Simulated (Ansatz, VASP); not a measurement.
## Cr in VASP and in Ansatz

INCAR

```
SYSTEM = Cr
PREC = Accurate
ENCUT = 400
EDIFF = 1E-6
ISMEAR = -1
SIGMA = 0.01
LREAL = .False.
LASPH = .True.
NELM = 200
ALGO = Normal
ISIF = 2
LWAVE = .False.
LCHARG = .False.
ISPIN = 2
MAGMOM = 4
LORBIT = 11
LMAXMIX = 4
GGA = B5
ALDAX = 1.0
AGGAX = 1.0
AGGAC = 1.0
ALDAC = 0.0
ISYM = 0
NBANDS = 16
GGA_COMPAT = .False.
```

Contents of KPOINTS:

```
Automatic mesh
0
Gamma
  1 1 1
  0 0 0
```

POSCAR

```
Cr
1.0
   14.0000000000      0.0000000000      0.0000000000
    0.0000000000     14.4000000000      0.0000000000
    0.0000000000      0.0000000000     14.8000000000
Cr
1
Direct
    0.5000000000      0.5000000000      0.5000000000
```

Input for Ansatz:

```yaml
crystal:
  lattice:
    - [14.0, 0.0, 0.0]
    - [0.0, 14.4, 0.0]
    - [0.0, 0.0, 14.8]
  atoms:
    - { symbol: Cr, position: [0.5, 0.5, 0.5], spin: 4.0 }
  symmetry: { detect: false, time_reversal: true }
hamiltonian:
  xc: blyp
  pseudopotentials:
    kind: paw
    azcp:
      Cr: "pseudopotentials/Cr.paw.azcp"
basis:
  ecutwfc: 420
  fft_grid_basis: typed
kpoints:
  mp_grid: { grid: [1, 1, 1], shift: [0, 0, 0] }
magnetization:
  spin_polarized: true
scf:
  occupations: { method: fermi_dirac, width: 0.01 }
output:
  write_density: true
  write_potential: true
  elf: true
  volumetric_format: npy
```

Alike in both runs: task single point; functional BLYP; k mesh 1 × 1 × 1; occupations fermi-dirac, width 0.01 eV; collinear spin.

```csv
,VASP,Ansatz
version,VASP 6.6.1,Ansatz 0.2.0
potentials or method,"VASP PAW PBE potentials, release 64 (Cr_pv), cutoff 400 eV","plane waves (420 eV) with PAW, scalar-relativistic"
valence electrons in the cell,12,14
```

Ansatz gave:

```
gap on the k mesh at the Fermi level (eV)                     : 1.10
net moment per atom (μB)                                      : 6.00
size of the moment on the site where the two differ most (μB) : 6.00
```

Problem. What did VASP give for the same quantities?

Solution. gap on the k mesh at the Fermi level (eV): 1.54; net moment per atom (μB): 6.00; size of the moment on the site where the two differ most (μB): 4.57.

VASP's potentials were made for PBE, not for BLYP. Site moments also hang on the region over which each program counts them. VASP's potentials hold 12 valence electrons a cell and Ansatz's 14, so a difference there can come from the potentials and not from the codes. Ansatz's warnings: stability check not made.
